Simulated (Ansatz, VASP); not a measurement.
Given: the input of a run of Ansatz 0.2.0 on As.

The input input.yaml:

```yaml
crystal:
  lattice:
    - [3.759498915, 0.0, 0.0]
    - [-1.8797494575, 3.2558215659, 0.0]
    - [0.0, 0.0, 26.7304526348]
  atoms:
    - { symbol: As, position: [0.3333333333, 0.6666666667, 0.2805788627] }
    - { symbol: As, position: [0.6666666667, 0.3333333333, 0.3282077844] }
    - { symbol: As, position: [0.0, 0.0, 0.4109833137] }
    - { symbol: As, position: [0.3333333333, 0.6666666667, 0.4586122354] }
    - { symbol: As, position: [0.6666666667, 0.3333333333, 0.5413877646] }
    - { symbol: As, position: [0.0, 0.0, 0.5890166863] }
    - { symbol: As, position: [0.3333333333, 0.6666666667, 0.6717922156] }
    - { symbol: As, position: [0.6666666667, 0.3333333333, 0.7194211373] }
hamiltonian:
  xc: pbe
  pseudopotentials: { kind: paw }
kpoints:
  mp_grid: { grid: [8, 8, 1] }
scf:
  occupations: { method: fermi_dirac, width: 0.05 }
output:
  forces: true
  eigenvalues: true
efield:
  axis: 3
  dipole_correction: true
  ramp_width: 0.04
```

Potentials or basis: Ansatz PAW.

The run is started by

```console
$ ansatz run input.yaml --threads 4 --pin off --max-ram 11264MiB --backend cpu --events-out ev --progress --plain --runs-dir out
```

**Question.** Translate it to VASP 6.6.1. Potentials there: VASP PAW PBE potentials, release 64 (As).

**Answer.** As run (the cutoff follows the program's own potentials):

INCAR

```
SYSTEM = As
PREC = Accurate ; ENCUT = 520
EDIFF = 1E-6 ; ISMEAR = -1
SIGMA = 0.05 ; LREAL = .False.
LASPH = .True. ; NELM = 80
ALGO = Normal ; ISIF = 2
LWAVE = .False. ; LCHARG = .False.
LDIPOL = .True. ; IDIPOL = 3
DIPOL = 0.5 0.5 0.500 ; GGA = PE
NBANDS = 30
```

File KPOINTS:

```
regular mesh
0
Gamma
  8 8 1
  0 0 0
```

Contents of POSCAR:

```
As
1.0
    3.7594989150      0.0000000000      0.0000000000
   -1.8797494575      3.2558215659      0.0000000000
    0.0000000000      0.0000000000     26.7304526348
As
8
Direct
    0.3333333333      0.6666666667      0.2805788627
    0.6666666667      0.3333333333      0.3282077844
    0.0000000000      0.0000000000      0.4109833137
    0.3333333333      0.6666666667      0.4586122354
    0.6666666667      0.3333333333      0.5413877646
    0.0000000000      0.0000000000      0.5890166863
    0.3333333333      0.6666666667      0.6717922156
    0.6666666667      0.3333333333      0.7194211373
```

Potentials or basis: VASP PAW PBE potentials, release 64 (As).

Run with:

```sh
$ cat potpaw_PBE.64/As/POTCAR > POTCAR
$ mpirun -np 1 vasp_std > vasp.out
```

Both were run:

|  | VASP | Ansatz | Ansatz less VASP |
| --- | --- | --- | --- |
| gap on the k mesh at the Fermi level (eV) | none | none | - |
| rms of the force components (eV/Å) | 0.218 | 0.185 | -0.0333 |

Atom by atom the forces differ by 0.034 eV/Å (rms over components). A gap of «none» marks a metal or a gap that the smearing closes. VASP's potentials hold 40 valence electrons a cell and Ansatz's 120, so a difference there can come from the potentials and not from the codes.
